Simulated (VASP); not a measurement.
# Si2W (I4/mmm) in VASP: notebook

Si2W is run at these levels: PBE; tasks: single point.

All numbers are computed with VASP 6.6.1; they aren't measurements. Logs are shortened: lines on timing, memory, paths and dates and some standing lists are left out, and cuts for length are marked.

**1. The cell of the first run**

It takes space group I4/mmm (No. 139, tetragonal). Conventional cell: a = 3.328 Å, b = 3.328 Å, c = 7.406 Å, α = 90.00°, β = 90.00°, γ = 90.00°. Si (site symmetry 4mm) has 1 Si at 1.98 Å and 4 W at 2.55 Å within 2.6 Å. W (site symmetry 4/mmm) has 10 Si at 2.55 to 2.71 Å and 4 W at 3.33 Å within 3.4 Å.

**2. Single point, PBE (c/a of the conventional cell at fixed volume 2.2251)**

Contents of INCAR:

```
SYSTEM = Si2W
ALGO     = Normal         ! electronic algorithm
EDIFF    = 1E-7           ! SCF threshold, eV
ENCUT    = 520            ! plane-wave cutoff, eV
GGA      = PE             ! functional
ISIF     = 2              ! what is computed and relaxed
ISMEAR   = 0              ! smearing method
LASPH    = .TRUE.         ! aspherical terms in the spheres
LCHARG   = .FALSE.        ! write CHGCAR
LREAL    = .FALSE.        ! projectors in reciprocal space
LWAVE    = .FALSE.        ! write WAVECAR
NBANDS   = 18             ! bands
NELM     = 80             ! most SCF steps
PREC     = Accurate       ! precision mode
SIGMA    = 0.15           ! smearing width, eV
```

Contents of KPOINTS:

```
k-points
0
G
  18 18 18
  0 0 0
```

Contents of POSCAR:

```
Si2W
1.0
   -1.6641748970      1.6641748970      3.7029555634
    1.6641748970     -1.6641748970      3.7029555634
    1.6641748970      1.6641748970     -3.7029555634
Si W
2 1
Direct
    0.3663500835      0.3663500835      0.0000000000
    0.6336499165      0.6336499165      0.0000000000
    0.0000000000      0.0000000000      0.0000000000
```

Potentials or basis: VASP PAW PBE potentials, release 64 (Si, W_sv).

The run is started by

```
> cat potpaw_PBE.64/Si/POTCAR potpaw_PBE.64/W_sv/POTCAR > POTCAR
> mpirun -np 1 vasp_std > vasp.out
```

OUTCAR:

```text
SYSTEM = Si2W
   EDIFF = 1E-7
   ENCUT = 520
   GGA = PE
   ISIF = 2
   ISMEAR = 0
   LASPH = .TRUE.
   LREAL = .FALSE.
   NELM = 80
   PREC = Accurate

 ion  position               nearest neighbor table
   1  0.366  0.366  0.000-   2 1.98   3 2.55   3 2.55   3 2.55   3 2.55   3 2.71   2 2.92   2 2.92
                             2 2.92   2 2.92
   2  0.634  0.634  0.000-   1 1.98   3 2.55   3 2.55   3 2.55   3 2.55   3 2.71   1 2.92   1 2.92
                             1 2.92   1 2.92
   3  0.000  0.000  0.000-   2 2.55   2 2.55   2 2.55   1 2.55   2 2.55   1 2.55   1 2.55   1 2.55
                             1 2.71   2 2.71

  LATTYP: Found a body centered tetragonal cell.
 ALAT       =     3.3283497940
 C/A-ratio  =     2.2251000001

  Lattice vectors:

 A1 = (  -1.6641748970,   1.6641748970,   3.7029555634)
 A2 = (   1.6641748970,  -1.6641748970,   3.7029555634)
 A3 = (   1.6641748970,   1.6641748970,  -3.7029555634)

Analysis of symmetry for initial positions (statically):
=====================================================================
 Subroutine PRICEL returns:
 Original cell was already a primitive cell.

 Routine SETGRP: Setting up the symmetry group for a
 body centered tetragonal supercell.

 Subroutine GETGRP returns: Found 16 space group operations
 (whereof 16 operations were pure point group operations)
 out of a pool of 16 trial point group operations.

The static configuration has the point symmetry D_4h.

Analysis of symmetry for dynamics (positions and initial velocities):
=====================================================================
 Subroutine PRICEL returns:
 Original cell was already a primitive cell.

 Routine SETGRP: Setting up the symmetry group for a
 body centered tetragonal supercell.

 Subroutine GETGRP returns: Found 16 space group operations
 (whereof 16 operations were pure point group operations)
 out of a pool of 16 trial point group operations.

The dynamic configuration has the point symmetry D_4h.

 Subroutine INISYM returns: Found 16 space group operations
 (whereof 16 operations are pure point group operations),
 and found     1 'primitive' translations

----------------------------------------------------------------------------------------

                                     Primitive cell

  volume of cell :      41.0210

  direct lattice vectors                    reciprocal lattice vectors
    -1.664174897  1.664174897  3.702955563     0.000000000  0.300449190  0.135027275
     1.664174897 -1.664174897  3.702955563     0.300449190  0.000000000  0.135027275
     1.664174897  1.664174897 -3.702955563     0.300449190  0.300449190  0.000000000

  length of vectors
     4.387577473  4.387577473  4.387577473     0.329396540  0.329396540  0.424899319

  position of ions in fractional coordinates (direct lattice)
     0.366350084  0.366350084  0.000000000
     0.633649916  0.633649916  0.000000000
     0.000000000  0.000000000  0.000000000

  ion indices of the primitive-cell ions
   primitive index   ion index
                 1           1
                 2           2
                 3           3

----------------------------------------------------------------------------------------

 KPOINTS: k-points

Automatic generation of k-mesh.
 Grid dimensions read from file:
 generate k-points for:   18   18   18

 Generating k-lattice:

  Cartesian coordinates                     Fractional coordinates (reciprocal lattice)
     0.000000000  0.016691622  0.007501515     0.055555556  0.000000000 -0.000000000
     0.016691622  0.000000000  0.007501515     0.000000000  0.055555556 -0.000000000
     0.016691622  0.016691622  0.000000000     0.000000000  0.000000000  0.055555556

  Length of vectors
     0.018299808  0.018299808  0.023605518

  Shift w.r.t. Gamma in fractional coordinates (k-lattice)
     0.000000000  0.000000000  0.000000000

 Subroutine IBZKPT returns following result:
 ===========================================

 Found    480 irreducible k-points:

 Following reciprocal coordinates:
            Coordinates               Weight
  0.000000  0.000000  0.000000      1.000000
  0.055556 -0.000000  0.000000      8.000000
  0.111111 -0.000000  0.000000      8.000000
  0.166667  0.000000  0.000000      8.000000
  0.222222 -0.000000  0.000000      8.000000
  0.277778  0.000000  0.000000      8.000000
[... 16 lines left out ...]
 -0.277778  0.055556  0.000000     16.000000
 -0.222222  0.055556 -0.000000     16.000000
 [... further k-points ...]
   k-points           NKPTS =    480   k-points in BZ     NKDIM =    480   number of bands    NBANDS=     18
   number of dos      NEDOS =    301   number of ions     NIONS =      3
   total plane-waves  NPLWV =  46656
   dimension x,y,z NGX =    36 NGY =   36 NGZ =   36
   dimension x,y,z NGXF=    72 NGYF=   72 NGZF=   72
   ions per type =               2   1
   NGX,Y,Z   is equivalent  to a cutoff of  13.64, 13.64, 13.64 a.u.
   NGXF,Y,Z  is equivalent  to a cutoff of  27.28, 27.28, 27.28 a.u.
 SYSTEM =  Si2W
   PREC   = accura    normal or accurate (medium, high low for compatibility)
   ISTART =      0    job   : 0-new  1-cont  2-samecut
   ICHARG =      2    charge: 1-file 2-atom 10-const
   ISPIN  =      1    spin polarized calculation?
   LNONCOLLINEAR =      F non collinear calculations
   LSORBIT =      F    spin-orbit coupling
   LASPH  =      T    aspherical Exc in radial PAW
   ENCUT  =  520.0 eV  38.22 Ry    6.18 a.u.   8.16  8.16  8.16*2*pi/ulx,y,z
   NELM   =     80;   NELMIN=  2; NELMDL= -5     # of ELM steps
   EDIFF  = 0.1E-06   stopping-criterion for ELM
   LREAL  =      F    real-space projection
   EDIFFG = 0.1E-05   stopping-criterion for IOM
   NSW    =      0    number of steps for IOM
   IBRION =     -1    ionic relax: 0-MD 1-quasi-New 2-CG
   NFREE  =      0    steps in history (QN), initial steepest desc. (CG)
   ISIF   =      2    stress and relaxation
   ISYM   =      2    0-nonsym 1-usesym 2-fastsym
   POTIM  = 0.5000    time-step for ionic-motion
   TEBEG  =    0.0;   TEEND  =   0.0 temperature during run
   PSTRESS=    0.0 pullay stress
   NELECT =      22.0000    total number of electrons
   NUPDOWN=      -1.0000    fix difference up-down
   EMIN   =  10.00;   EMAX   =-10.00  energy-range for DOS
   EFERMI =   0.00;   METHOD = LEGACY
   ISMEAR =     0;   SIGMA  =   0.15  broadening in eV -4-tet -1-fermi 0-gaus
   EFERMI_NEDOS =   21; number of points for ismear=-14 and -15
   IALGO  =     38    algorithm
   IMIX   =      4    mixing-type and parameters
     AMIX     =   0.40;   BMIX     =  1.00
     AMIX_MAG =   1.60;   BMIX_MAG =  1.00
  volume/ion in A,a.u.               =      13.67        92.27
  Fermi-wavevector in a.u.,A,eV,Ry     =   1.330088  2.513501 24.070517  1.769133
  Thomas-Fermi vector in A             =   2.459201
   LORBIT       =      0    0 simple, 1 ext, 2 COOP (PROOUT), +10 PAW based schemes
   GGA     = PE    functional components
   LHFCALC =     F    Hartree Fock is set to
   AEXX    =    0.0000 exact exchange contribution
   IVDW    =     0    specifies the selected vdW correction
   LEPSILON=     F    determine dielectric tensor
   LRPA    =     F    only Hartree local field effects (RPA)
 non-spin polarized calculation
 Gauss-broadening in eV      SIGMA  =   0.15
  energy-cutoff  :      520.00
  volume of cell :       41.02
 maximum number of plane-waves:      1138
 NGX is ok and might be reduce to    36
   NGX = 17   NGY = 17   NGZ = 17

 number of electron      22.0000000 magnetization

 Free energy of the ion-electron system (eV)
  ---------------------------------------------------
  ext. energy  EPLUGINS =         0.00000000
  ---------------------------------------------------
  free energy    TOTEN  =       -22.49563618 eV

  energy without entropy =      -22.48026459  energy(sigma->0) =      -22.48795038

 E-fermi :  11.3784     XC(G=0): -12.3844

 val. band max:       11.3778772391   @ k =  -0.2778   0.3889   0.2778
 cond. band min:      11.3786817400   @ k =  -0.1111  -0.3333   0.1111
 fundamental gap:      0.0008045010
 Fermi energy:        11.3783663827

 k-point     1 :       0.0000    0.0000    0.0000
  band No.  band energies     occupation
      1     -62.3794      2.00000
      2     -26.8116      2.00000
      3     -26.8116      2.00000
      4     -26.3621      2.00000
      5      -2.6171      2.00000
      6       4.7785      2.00000
[... 10 lines left out ...]
     17      18.5278      0.00000
     18      18.5278      0.00000

 k-point     2 :       0.0556   -0.0000    0.0000
  band No.  band energies     occupation
      1     -62.3793      2.00000
      2     -26.8167      2.00000
      3     -26.8111      2.00000
      4     -26.3619      2.00000
      5      -2.5606      2.00000
      6       4.7796      2.00000
[... 10 lines left out ...]
     17      18.4735      0.00000
     18      18.7395      0.00000

 k-point     3 :       0.1111   -0.0000    0.0000
  band No.  band energies     occupation
      1     -62.3789      2.00000
      2     -26.8313      2.00000
      3     -26.8098      2.00000
      4     -26.3612      2.00000
      5      -2.3925      2.00000
      6       4.7747      2.00000
[... 10 lines left out ...]
     17      18.3154      0.00000
     18      19.1234      0.00000

 k-point     4 :       0.1667    0.0000    0.0000
  band No.  band energies     occupation
      1     -62.3782      2.00000
      2     -26.8536      2.00000
      3     -26.8077      2.00000
      4     -26.3602      2.00000
      5      -2.1170      2.00000
      6       4.7368      2.00000
[... 10 lines left out ...]
     17      18.0723      0.00000
     18      19.5377      0.00000

 k-point     5 :       0.2222   -0.0000    0.0000
  band No.  band energies     occupation
      1     -62.3774      2.00000
      2     -26.8808      2.00000
      3     -26.8052      2.00000
      4     -26.3590      2.00000
      5      -1.7415      2.00000
      6       4.6145      2.00000
[... 10 lines left out ...]
     17      17.8017      0.00000
     18      20.0630      0.00000

 k-point     6 :       0.2778    0.0000    0.0000
  band No.  band energies     occupation
      1     -62.3766      2.00000
      2     -26.9096      2.00000
      3     -26.8025      2.00000
      4     -26.3576      2.00000
      5      -1.2767      2.00000
      6       4.3415      2.00000
[... 10 lines left out ...]
     17      17.8255      0.00000
     18      20.5921      0.00000

 k-point     7 :       0.3333   -0.0000    0.0000
  band No.  band energies     occupation
      1     -62.3758      2.00000
      2     -26.9365      2.00000
      3     -26.7999      2.00000
      4     -26.3564      2.00000
      5      -0.7392      2.00000
      6       3.8860      2.00000
[... 10 lines left out ...]
     17      18.1523      0.00000
     18      20.7115      0.00000

 k-point     8 :       0.3889    0.0000    0.0000
  band No.  band energies     occupation
      1     -62.3751      2.00000
      2     -26.9583      2.00000
      3     -26.7978      2.00000
      4     -26.3554      2.00000
      5      -0.1587      2.00000
      6       3.3000      2.00000
[... 10 lines left out ...]
     17      18.8084      0.00000
     18      20.3015      0.00000
[... 229 lines left out ...]
     17      19.3857      0.00000
     18      19.8986      0.00000

 k-point    20 :      -0.4444    0.0556   -0.0000
  band No.  band energies     occupation
      1     -62.3745      2.00000
      2     -26.9717      2.00000
      3     -26.8012      2.00000
      4     -26.3539      2.00000
      5       0.3218      2.00000
      6       2.8635      2.00000
[... 10 lines left out ...]
     17      19.4621      0.00000
     18      19.9453      0.00000

 k-point    21 :      -0.3889    0.0556   -0.0000
  band No.  band energies     occupation
      1     -62.3750      2.00000
      2     -26.9575      2.00000
      3     -26.8026      2.00000
      4     -26.3544      2.00000
      5      -0.2217      2.00000
      6       3.4718      2.00000
[... 10 lines left out ...]
     17      19.0079      0.00000
     18      19.9618      0.00000

 k-point    22 :      -0.3333    0.0556   -0.0000
  band No.  band energies     occupation
      1     -62.3756      2.00000
      2     -26.9357      2.00000
      3     -26.8047      2.00000
      4     -26.3553      2.00000
      5      -0.7863      2.00000
      6       4.0890      2.00000
[... 10 lines left out ...]
     17      18.3191      0.00000
     18      20.2691      0.00000

 k-point    23 :      -0.2778    0.0556    0.0000
  band No.  band energies     occupation
      1     -62.3764      2.00000
      2     -26.9089      2.00000
      3     -26.8072      2.00000
      4     -26.3564      2.00000
      5      -1.3061      2.00000
      6       4.5813      2.00000
[... 10 lines left out ...]
     17      18.1308      0.00000
     18      20.4809      0.00000

 k-point    24 :      -0.2222    0.0556   -0.0000
  band No.  band energies     occupation
      1     -62.3773      2.00000
      2     -26.8801      2.00000
      3     -26.8100      2.00000
      4     -26.3578      2.00000
      5      -1.7529      2.00000
      6       4.8565      2.00000
[... 10 lines left out ...]
     17      18.1222      0.00000
     18      20.3001      0.00000

 [... further k-points ...]
[... 5 lines left out ...]
  --------------------------------------------------------------------------------------
  -------------------------------------------------------------------------------------
  Total        0.3275979      0.3275979     16.9242919      0.0000000     -0.0000000      0.0000000
  in kB       12.7951484     12.7951484    661.0200969      0.0000000     -0.0000000      0.0000000
  external PRESSURE =     228.8701313 kB  Pullay stress =       0.0000000 kB

 VOLUME and BASIS-vectors are now :
 -----------------------------------------------------------------------------
  energy-cutoff  :      520.00
  volume of cell :       41.02
      direct lattice vectors                 reciprocal lattice vectors
    -1.664174897  1.664174897  3.702955563     0.000000000  0.300449190  0.135027275
     1.664174897 -1.664174897  3.702955563     0.300449190  0.000000000  0.135027275
     1.664174897  1.664174897 -3.702955563     0.300449190  0.300449190  0.000000000

 POSITION                                       TOTAL-FORCE (eV/Angst)
 -----------------------------------------------------------------------------------
      0.00000      0.00000      2.71316         0.000000      0.000000    -10.045233
      0.00000      0.00000      4.69275        -0.000000     -0.000000     10.045233
      0.00000      0.00000      0.00000         0.000000      0.000000      0.000000
 -----------------------------------------------------------------------------------
    total drift:                                0.000000      0.000000     -0.000000

  FREE ENERGIE OF THE ION-ELECTRON SYSTEM (eV)
  ---------------------------------------------------
  free  energy   TOTEN  =       -22.4956361755 eV

  energy  without entropy=      -22.4802645891  energy(sigma->0) =      -22.48795038
```

Run time: 10 min. Hardware: 1 thread of Intel Xeon Platinum 8375C at 2.90GHz (Ice Lake), shared host; peak memory 0.46 GiB.

What came out:

```
Free energy            : -22.4956 eV
Pressure               : 22.9 GPa
Largest force          : 10.045 eV/Å
Band gap on the k mesh : zero (band 11 reaches 11.71 eV, above the bottom of band 12 at 11.08 eV)
```

Forces in eV/Å, atoms in the order of the input:
```
Si    0.000   0.000 -10.045
Si    0.000   0.000  10.045
W     0.000   0.000   0.000
```

Caveat: spin-orbit coupling is left out, which moves the levels of the heavy elements; forces of over 1 eV/Å act on the atoms, so gaps and moduli don't describe the material at rest.

**3. Single point, PBE (c/a of the conventional cell at fixed volume 2.7529)**

Contents of INCAR:

```
ALGO = Normal
EDIFF = 1E-7
ENCUT = 520
GGA = PE
ISIF = 2
ISMEAR = 0
LASPH = T
LCHARG = F
LREAL = F
LWAVE = F
NBANDS = 18
NELM = 80
PREC = Accurate
SIGMA = 0.15
```

Contents of KPOINTS:

```
k-points
0
Gamma
  18 18 18
```

Contents of POSCAR:

```
Si2W
1.0
   -1.5501914337      1.5501914337      4.2675219978
    1.5501914337     -1.5501914337      4.2675219978
    1.5501914337      1.5501914337     -4.2675219978
Si W
2 1
Direct
    0.3345726944      0.3345726944      0.0000000000
    0.6654273056      0.6654273056      0.0000000000
    0.0000000000      0.0000000000      0.0000000000
```

Potentials or basis: VASP PAW PBE potentials, release 64 (Si, W_sv).

The run is started by

```
> cat potpaw_PBE.64/Si/POTCAR potpaw_PBE.64/W_sv/POTCAR > POTCAR
> mpirun -np 1 vasp_std > vasp.out
```

Wall time 10 min (1 thread of Intel Xeon Platinum 8375C at 2.90GHz (Ice Lake), shared host); peak memory 0.46 GiB.

The run converged. Its results:

* Free energy: -24.3793 eV
* Pressure: 1.1 GPa
* Largest force: 0.110 eV/Å
* Band gap on the k mesh: zero (band 11 reaches 13.19 eV, above the bottom of band 12 at 11.25 eV)

Forces on the atoms (eV/Å):
```
Si   0.000  0.000  0.110
Si   0.000  0.000 -0.110
W    0.000  0.000  0.000
```

Stress tensor (GPa, compression positive):
```
 13.86   0.00   0.00
  0.00  13.86   0.00
  0.00   0.00 -24.30
```

Levels at points of the mesh, in eV from the Fermi level:
```
           k point  band 7  band 8  band 9  band 10  band 11  band 12  band 13  band 14  band 15  band 16
(0.00, 0.00, 0.00)   -5.32   -3.49   -2.27    -2.27     1.28     3.05     3.22     3.46     3.85     3.85
(0.50, 0.00, 0.00)   -6.20   -5.05   -3.06    -2.15    -0.09     2.63     2.69     3.49     3.63     5.91
(0.50, 0.50, 0.00)   -5.84   -5.44   -4.78    -3.99    -1.67     1.66     2.38     2.60     3.56     3.97
(0.50, 0.50, 0.50)   -3.80   -2.62   -0.61    -0.61    -0.05    -0.05     1.36     2.28     4.24     5.59
```

Caveat: spin-orbit coupling is left out, which moves the levels of the heavy elements.

(Part 1 of 2 ends here.)
